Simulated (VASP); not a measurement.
## CoO: single point with PBE+U

The system is CoO.

```
CELL_PARAMETERS angstrom
1.42888 0.82497 2.30079
-1.42888 0.82497 2.30079
0.00000 -1.64993 2.30079
ATOMIC_POSITIONS crystal
Co 0.00000 0.00000 0.00000
O 0.50000 0.50000 0.50000
```

- Program: VASP 6.6.1
- Task: single point
- Functional: PBE
- Potentials or basis: VASP PAW PBE potentials, release 64 (Co, O)
- Cutoff: 520 eV
- k mesh: 12 × 12 × 12
- Occupations: gaussian, width 0.02 eV
- Spin: collinear spin, ferromagnetic start
- Starting moments: [2.82, 0.28] μB
- Hubbard terms: Co d U = 3.32 eV
- Dipole correction: no
- Further INCAR settings: ALGO = Normal; EDIFF = 1e-06; NBANDS = 18

```
Pressure                                              : 45.8 GPa
Band gap on the k mesh                                : zero (filled and empty bands overlap)
Net moment                                            : 3.00 μB per cell
Site moments                                          : Co +2.71; O +0.28 μB
Valence electrons inside the program's atomic spheres : Co 8.15; O 5.11
```

Stress tensor (GPa, compression positive):
```
46.89  0.00  0.00
 0.00 46.89  0.00
 0.00  0.00 43.73
```

Levels at points of the mesh, in eV from the Fermi level:
Spin up:
```
           k point  band 5  band 6  band 7  band 8  band 9  band 10  band 11  band 12  band 13  band 14
(0.00, 0.00, 0.00)   -4.99   -4.24   -3.40   -3.40   -3.26     2.43    17.70    18.44    18.44    19.10
(0.50, 0.00, 0.00)   -4.06   -3.46   -2.90   -0.06   -0.03     5.82    11.31    14.83    15.17    22.41
(0.50, 0.50, 0.00)   -4.76   -4.62   -3.69   -3.61   -3.14     7.39    11.42    11.80    18.05    18.38
(0.50, 0.50, 0.50)   -4.02   -4.02   -2.33   -0.05   -0.05     5.74    11.56    14.66    14.66    22.45
```
Spin down:
```csv
k point,band 2,band 3,band 4,band 5,band 6,band 7,band 8,band 9,band 10,band 11
"(0.00, 0.00, 0.00)",-2.84,-2.84,-2.79,-2.74,-1.22,-1.22,1.24,1.24,3.00,17.60
"(0.50, 0.00, 0.00)",-8.83,-5.23,-5.03,-1.35,0.01,0.65,4.34,4.47,6.13,12.21
"(0.50, 0.50, 0.00)",-7.38,-4.36,-4.25,-3.42,-0.48,0.38,2.00,2.66,8.37,11.88
"(0.50, 0.50, 0.50)",-9.06,-5.31,-5.31,-0.86,0.43,0.43,4.36,4.36,6.03,12.33
```

Eigenvalues of the final occupation matrices:
```tsv
site	spin	trace	eigenvalues
site 1 d	1	5.00	0.97 0.97 0.97 1.04 1.04
site 1 d	2	2.33	0.17 0.17 0.52 0.52 0.96
```

It took 2.2 min on 1 thread of Intel(R) Xeon(R) Platinum 8259CL CPU @ 2.50GHz (Skylake/Cascade Lake), on a shared host, peak memory 0.21 GiB.

Caveat: a cell with one magnetic atom can't hold antiferromagnetic order, which such compounds often take. The state reached can hang on the start; a lower one may exist.
